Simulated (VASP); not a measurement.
# ZnCd4S (P4/mmm) in VASP: relaxation of cell and atoms with PBE

Aim: the relaxation of cell and atoms of ZnCd4S with PBE.

All numbers are computed with VASP 6.6.1; they aren't measurements. Logs are shortened: lines on timing, memory, paths and dates and some standing lists are left out, and cuts for length are marked.

**1. The cell of the first run**

The structure is tetragonal, space group P4/mmm (No. 123). The conventional cell has a = 4.446 Å, b = 4.446 Å, c = 7.157 Å, α = 90.00°, β = 90.00°, γ = 90.00°. Zn (site symmetry 4/mmm) has 8 Cd at 2.78 Å within 3.7 Å. Cd (site symmetry 2mm) has 2 Zn at 2.78 Å and 2 S at 2.93 Å and 6 Cd at 3.14 to 3.83 Å within 3.9 Å. S (site symmetry 4/mmm) has 8 Cd at 2.93 Å within 3.9 Å.

The cell was generated, and may not be a known phase.

**2. Relaxation of cell and atoms, PBE**

INCAR reads:

```
  PREC = Accurate
  ENCUT = 500
  EDIFF = 1E-7
  ISMEAR = 0
  SIGMA = 0.1
  LREAL = F
  LASPH = T
  NELM = 120
  ALGO = Normal
  ISIF = 3
  LWAVE = F
  LCHARG = F
  GGA = PE
  IBRION = 2
  NSW = 100
  EDIFFG = -0.01
  GGA_COMPAT = F
  NELMIN = 4
```

KPOINTS reads:

```
regular mesh
0
Gamma
  8 8 6
```

POSCAR reads:

```
ZnCd4S
1.0
    4.4455238538      0.0000000000      0.0000000000
    0.0000000000      4.4455238538      0.0000000000
    0.0000000000      0.0000000000      7.1571089432
Zn Cd S
1 4 1
Direct
    0.0000000000      0.0000000000      0.0000000000
    0.5000000000      0.0000000000      0.7673078942
    0.0000000000      0.5000000000      0.2326921058
    0.5000000000      0.0000000000      0.2326921058
    0.0000000000      0.5000000000      0.7673078942
    0.5000000000      0.5000000000      0.5000000000
```

Potentials or basis: VASP PAW PBE potentials, release 64 (Zn, Cd, S).

Command:

```sh
> cat potpaw_PBE.64/Zn/POTCAR potpaw_PBE.64/Cd/POTCAR potpaw_PBE.64/S/POTCAR > POTCAR
> mpirun -np 1 vasp_std > vasp.out
```

OUTCAR:

```text
PREC = Accurate
   ENCUT = 500
   EDIFF = 1E-7
   ISMEAR = 0
   LREAL = F
   LASPH = T
   NELM = 120
   ISIF = 3
   GGA = PE
   IBRION = 2
   NSW = 100
   EDIFFG = -0.01
   NELMIN = 4

 ion  position               nearest neighbor table
   1  0.000  0.000  0.000-   2 2.78   3 2.78   4 2.78   5 2.78   3 2.78   5 2.78   2 2.78   4 2.78

   2  0.500  0.000  0.767-   1 2.78   1 2.78   6 2.93   6 2.93   5 3.14   5 3.14   5 3.14   5 3.14
                             4 3.33
   3  0.000  0.500  0.233-   1 2.78   1 2.78   6 2.93   6 2.93   4 3.14   4 3.14   4 3.14   4 3.14
                             5 3.33
   4  0.500  0.000  0.233-   1 2.78   1 2.78   6 2.93   6 2.93   3 3.14   3 3.14   3 3.14   3 3.14
                             2 3.33
   5  0.000  0.500  0.767-   1 2.78   1 2.78   6 2.93   6 2.93   2 3.14   2 3.14   2 3.14   2 3.14
                             3 3.33
   6  0.500  0.500  0.500-   2 2.93   3 2.93   4 2.93   5 2.93   2 2.93   4 2.93   3 2.93   5 2.93

  LATTYP: Found a simple tetragonal cell.
 ALAT       =     4.4455238538
 C/A-ratio  =     1.6099585063

  Lattice vectors:

 A1 = (   4.4455238538,   0.0000000000,   0.0000000000)
 A2 = (   0.0000000000,   4.4455238538,   0.0000000000)
 A3 = (   0.0000000000,   0.0000000000,   7.1571089432)

Analysis of symmetry for initial positions (statically):
=====================================================================
 Subroutine PRICEL returns:
 Original cell was already a primitive cell.

 Routine SETGRP: Setting up the symmetry group for a
 simple tetragonal supercell.

 Subroutine GETGRP returns: Found 16 space group operations
 (whereof 16 operations were pure point group operations)
 out of a pool of 16 trial point group operations.

The static configuration has the point symmetry D_4h.

Analysis of symmetry for dynamics (positions and initial velocities):
=====================================================================
 Subroutine PRICEL returns:
 Original cell was already a primitive cell.

 Routine SETGRP: Setting up the symmetry group for a
 simple tetragonal supercell.

 Subroutine GETGRP returns: Found 16 space group operations
 (whereof 16 operations were pure point group operations)
 out of a pool of 16 trial point group operations.

The dynamic configuration has the point symmetry D_4h.

 Subroutine INISYM returns: Found 16 space group operations
 (whereof 16 operations are pure point group operations),
 and found     1 'primitive' translations

----------------------------------------------------------------------------------------

                                     Primitive cell

  volume of cell :     141.4437

  direct lattice vectors                    reciprocal lattice vectors
     4.445523854  0.000000000  0.000000000     0.224945368  0.000000000  0.000000000
     0.000000000  4.445523854  0.000000000     0.000000000  0.224945368  0.000000000
     0.000000000  0.000000000  7.157108943     0.000000000  0.000000000  0.139721221

  length of vectors
     4.445523854  4.445523854  7.157108943     0.224945368  0.224945368  0.139721221

  position of ions in fractional coordinates (direct lattice)
     0.000000000  0.000000000  0.000000000
     0.500000000  0.000000000  0.767307894
     0.000000000  0.500000000  0.232692106
     0.500000000  0.000000000  0.232692106
     0.000000000  0.500000000  0.767307894
     0.500000000  0.500000000  0.500000000

  ion indices of the primitive-cell ions
   primitive index   ion index
                 1           1
                 2           2
                 3           3
                 4           4
                 5           5
                 6           6

----------------------------------------------------------------------------------------

 KPOINTS: regular mesh

Automatic generation of k-mesh.
 Grid dimensions read from file:
 generate k-points for:    8    8    6

 Generating k-lattice:

  Cartesian coordinates                     Fractional coordinates (reciprocal lattice)
     0.028118171  0.000000000  0.000000000     0.125000000  0.000000000  0.000000000
     0.000000000  0.028118171  0.000000000     0.000000000  0.125000000  0.000000000
     0.000000000  0.000000000  0.023286870     0.000000000  0.000000000  0.166666667

  Length of vectors
     0.028118171  0.028118171  0.023286870

  Shift w.r.t. Gamma in fractional coordinates (k-lattice)
     0.000000000  0.000000000  0.000000000

 Subroutine IBZKPT returns following result:
 ===========================================

 Found     60 irreducible k-points:

 Following reciprocal coordinates:
            Coordinates               Weight
  0.000000  0.000000  0.000000      1.000000
  0.125000  0.000000  0.000000      4.000000
  0.250000  0.000000  0.000000      4.000000
  0.375000  0.000000  0.000000      4.000000
  0.500000  0.000000  0.000000      2.000000
  0.125000  0.125000  0.000000      4.000000
[... 16 lines left out ...]
  0.375000  0.125000  0.166667     16.000000
  0.500000  0.125000  0.166667      8.000000
 [... further k-points ...]
   k-points           NKPTS =     60   k-points in BZ     NKDIM =     60   number of bands    NBANDS=     39
   number of dos      NEDOS =    301   number of ions     NIONS =      6
   total plane-waves  NPLWV =  55296
   dimension x,y,z NGX =    32 NGY =   32 NGZ =   54
   dimension x,y,z NGXF=    64 NGYF=   64 NGZF=  108
   ions per type =               1   4   1
   NGX,Y,Z   is equivalent  to a cutoff of  11.97, 11.97, 12.54 a.u.
   NGXF,Y,Z  is equivalent  to a cutoff of  23.93, 23.93, 25.09 a.u.
 SYSTEM =  unknown system
   PREC   = accura    normal or accurate (medium, high low for compatibility)
   ISTART =      0    job   : 0-new  1-cont  2-samecut
   ICHARG =      2    charge: 1-file 2-atom 10-const
   ISPIN  =      1    spin polarized calculation?
   LNONCOLLINEAR =      F non collinear calculations
   LSORBIT =      F    spin-orbit coupling
   LASPH  =      T    aspherical Exc in radial PAW
   ENCUT  =  500.0 eV  36.75 Ry    6.06 a.u.   8.11  8.11 13.05*2*pi/ulx,y,z
   NELM   =    120;   NELMIN=  4; NELMDL= -5     # of ELM steps
   EDIFF  = 0.1E-06   stopping-criterion for ELM
   LREAL  =      F    real-space projection
   EDIFFG = -.1E-01   stopping-criterion for IOM
   NSW    =    100    number of steps for IOM
   IBRION =      2    ionic relax: 0-MD 1-quasi-New 2-CG
   NFREE  =      1    steps in history (QN), initial steepest desc. (CG)
   ISIF   =      3    stress and relaxation
   ISYM   =      2    0-nonsym 1-usesym 2-fastsym
   POTIM  = 0.5000    time-step for ionic-motion
   TEBEG  =    0.0;   TEEND  =   0.0 temperature during run
   PSTRESS=    0.0 pullay stress
   NELECT =      66.0000    total number of electrons
   NUPDOWN=      -1.0000    fix difference up-down
   EMIN   =  10.00;   EMAX   =-10.00  energy-range for DOS
   EFERMI =   0.00;   METHOD = LEGACY
   ISMEAR =     0;   SIGMA  =   0.10  broadening in eV -4-tet -1-fermi 0-gaus
   EFERMI_NEDOS =   21; number of points for ismear=-14 and -15
   IALGO  =     38    algorithm
   IMIX   =      4    mixing-type and parameters
     AMIX     =   0.40;   BMIX     =  1.00
     AMIX_MAG =   1.60;   BMIX_MAG =  1.00
  volume/ion in A,a.u.               =      23.57       159.08
  Fermi-wavevector in a.u.,A,eV,Ry     =   1.269779  2.399535 21.937216  1.612340
  Thomas-Fermi vector in A             =   2.402802
   LORBIT       =      0    0 simple, 1 ext, 2 COOP (PROOUT), +10 PAW based schemes
   GGA     = PE    functional components
   LHFCALC =     F    Hartree Fock is set to
   AEXX    =    0.0000 exact exchange contribution
   IVDW    =     0    specifies the selected vdW correction
   LEPSILON=     F    determine dielectric tensor
   LRPA    =     F    only Hartree local field effects (RPA)
 conjugate gradient relaxation of ions
 non-spin polarized calculation
 Gauss-broadening in eV      SIGMA  =   0.10
  energy-cutoff  :      500.00
  volume of cell :      141.44
 maximum number of plane-waves:      3632
   NGX = 17   NGY = 17   NGZ = 27

--------------------------------------- Ionic step        1  -------------------------------------------

 number of electron      66.0000016 magnetization

 Free energy of the ion-electron system (eV)
  ---------------------------------------------------
  ext. energy  EPLUGINS =         0.00000000
  ---------------------------------------------------
  free energy    TOTEN  =        -8.34899606 eV

  energy without entropy =       -8.33524133  energy(sigma->0) =       -8.34211869

------------------------ aborting loop because EDIFF is reached ----------------------------------------

  FORCE on cell =-STRESS in cart. coord.  units (eV):
  Direction    XX          YY          ZZ          XY          YZ          ZX
  --------------------------------------------------------------------------------------
  -------------------------------------------------------------------------------------
  Total        0.3822497      0.3822497      0.4251186      0.0000000      0.0000000     -0.0000000
  in kB        4.3298642      4.3298642      4.8154531      0.0000000      0.0000000     -0.0000000
  external PRESSURE =       4.4917272 kB  Pullay stress =       0.0000000 kB

 VOLUME and BASIS-vectors are now :
 -----------------------------------------------------------------------------
  energy-cutoff  :      500.00
  volume of cell :      141.44
      direct lattice vectors                 reciprocal lattice vectors
     4.445523854  0.000000000  0.000000000     0.224945368  0.000000000  0.000000000
     0.000000000  4.445523854  0.000000000     0.000000000  0.224945368  0.000000000
     0.000000000  0.000000000  7.157108943     0.000000000  0.000000000  0.139721221
[... 161 lines left out ...]
 POSITION                                       TOTAL-FORCE (eV/Angst)
 -----------------------------------------------------------------------------------
      0.00000      0.00000      0.00000         0.000000     -0.000000      0.000000
      2.22983      0.00000      5.51519        -0.000000     -0.000000      0.010576
     -0.00000      2.22983      1.67036         0.000000      0.000000     -0.010576
      2.22983      0.00000      1.67036         0.000000     -0.000000     -0.010576
     -0.00000      2.22983      5.51519        -0.000000      0.000000      0.010576
      2.22983      2.22983      3.59277         0.000000     -0.000000      0.000000
 -----------------------------------------------------------------------------------
    total drift:                                0.000000      0.000000      0.000000

  FREE ENERGIE OF THE ION-ELECTRON SYSTEM (eV)
  ---------------------------------------------------
  free  energy   TOTEN  =        -8.3511358077 eV

  energy  without entropy=       -8.3370283610  energy(sigma->0) =       -8.34408208

--------------------------------------- Ionic step        6  -------------------------------------------

 number of electron      66.0000026 magnetization

 Free energy of the ion-electron system (eV)
  ---------------------------------------------------
  ext. energy  EPLUGINS =         0.00000000
  ---------------------------------------------------
  free energy    TOTEN  =        -8.35119216 eV

  energy without entropy =       -8.33712183  energy(sigma->0) =       -8.34415699

 E-fermi :   2.3197     XC(G=0):  -9.9087

 val. band max:        2.3022275878   @ k =   0.2500   0.2500   0.0000
 cond. band min:       2.3305802612   @ k =   0.1250   0.0000   0.0000
 fundamental gap:      0.0283526733
 Fermi energy:         2.3197093093

 k-point     1 :       0.0000    0.0000    0.0000
  band No.  band energies     occupation
      1     -10.8624      2.00000
      2      -7.1303      2.00000
      3      -7.1159      2.00000
      4      -7.0509      2.00000
      5      -7.0058      2.00000
      6      -6.9370      2.00000
[... 997 lines left out ...]
     38       5.8648      0.00000
     39       6.3487      0.00000

 [... further k-points ...]

------------------------ aborting loop because EDIFF is reached ----------------------------------------

  FORCE on cell =-STRESS in cart. coord.  units (eV):
  Direction    XX          YY          ZZ          XY          YZ          ZX
  --------------------------------------------------------------------------------------
  -------------------------------------------------------------------------------------
  Total       -0.0058539     -0.0058539      0.0081816      0.0000000      0.0000000      0.0000000
  in kB       -0.0656330     -0.0656330      0.0917301      0.0000000      0.0000000      0.0000000
  external PRESSURE =      -0.0131786 kB  Pullay stress =       0.0000000 kB

 VOLUME and BASIS-vectors are now :
 -----------------------------------------------------------------------------
  energy-cutoff  :      500.00
  volume of cell :      142.90
      direct lattice vectors                 reciprocal lattice vectors
     4.458333925  0.000000000 -0.000000000     0.224299036  0.000000000  0.000000000
     0.000000000  4.458333925  0.000000000     0.000000000  0.224299036  0.000000000
    -0.000000000  0.000000000  7.189357483     0.000000000  0.000000000  0.139094488

 POSITION                                       TOTAL-FORCE (eV/Angst)
 -----------------------------------------------------------------------------------
      0.00000      0.00000      0.00000        -0.000000     -0.000000      0.000000
      2.22917      0.00000      5.51942        -0.000000      0.000000      0.004869
      4.45833      2.22917      1.66994         0.000000     -0.000000     -0.004869
      2.22917      0.00000      1.66994         0.000000      0.000000     -0.004869
     -0.00000      2.22917      5.51942        -0.000000      0.000000      0.004869
      2.22917      2.22917      3.59468        -0.000000     -0.000000      0.000000
 -----------------------------------------------------------------------------------
    total drift:                                0.000000     -0.000000      0.000000

  FREE ENERGIE OF THE ION-ELECTRON SYSTEM (eV)
  ---------------------------------------------------
  free  energy   TOTEN  =        -8.3511921574 eV

  energy  without entropy=       -8.3371218253  energy(sigma->0) =       -8.34415699

 reached required accuracy - stopping structural energy minimisation
```

It took 24 min on 1 thread of Oxide Virtual Turin-like, shared host; peak memory 0.38 GiB.

Results:

* Free energy: -8.3512 eV
* Relaxed volume: 23.82 Å³/atom
* Relaxed cell: a = 4.458 Å, b = 4.458 Å, c = 7.189 Å, α = 90.00°, β = 90.00°, γ = 90.00°
* Space group after relaxing (to 0.1 Å): P4/mmm (No. 123)
* Energy gained by relaxing: 0.4 meV/atom
* Ionic steps: 6
* Pressure after relaxing: 0.0 GPa
* Largest force after relaxing: 0.005 eV/Å
* Band gap on the k mesh: zero (bands 33 and 34 overlap by 1.62 eV)

Forces on the atoms (eV/Å):
```
Zn   0.000  0.000  0.000
Cd   0.000  0.000  0.005
Cd   0.000  0.000 -0.005
Cd   0.000  0.000 -0.005
Cd   0.000  0.000  0.005
S    0.000  0.000  0.000
```

The path:
```tsv
step	energy change (eV)	largest force (eV/Å)	pressure (GPa)	volume (Å³)
1	0.0000	0.0189	0.45	141.44
2	-0.0021	0.0139	0.03	142.80
3	-0.0021	0.0134	-0.01	142.94
4	-0.0021	0.0135	0.00	142.91
5	-0.0021	0.0106	0.00	142.91
6	-0.0022	0.0049	0.00	142.90
```

Final structure:
```
CELL_PARAMETERS angstrom
4.45833 0.00000 0.00000
0.00000 4.45833 0.00000
0.00000 0.00000 7.18936
ATOMIC_POSITIONS crystal
Zn 0.00000 0.00000 0.00000
Cd 0.50000 0.00000 0.76772
Cd 0.00000 0.50000 0.23228
Cd 0.50000 0.00000 0.23228
Cd 0.00000 0.50000 0.76772
S 0.50000 0.50000 0.50000
```

Levels at points of the mesh, in eV from the Fermi level:
```csv
k point,band 31,band 32,band 33,band 34,band 35,band 36
"(0.00, 0.00, 0.00)",-1.00,-0.92,0.60,1.02,1.02,2.36
"(0.50, 0.00, 0.00)",-3.27,-2.60,0.82,1.12,1.75,2.76
"(0.50, 0.50, 0.00)",-2.43,-2.43,-1.37,-0.80,-0.80,-0.38
"(0.00, 0.00, 0.50)",-2.82,0.22,0.22,1.18,1.21,1.86
"(0.50, 0.00, 0.50)",-1.99,-1.98,-1.00,1.06,1.99,3.26
"(0.50, 0.50, 0.50)",-3.36,-3.36,-1.92,1.12,1.27,1.27
```

The gap in the log of VASP goes by the Fermi energy; the results here count the filled bands.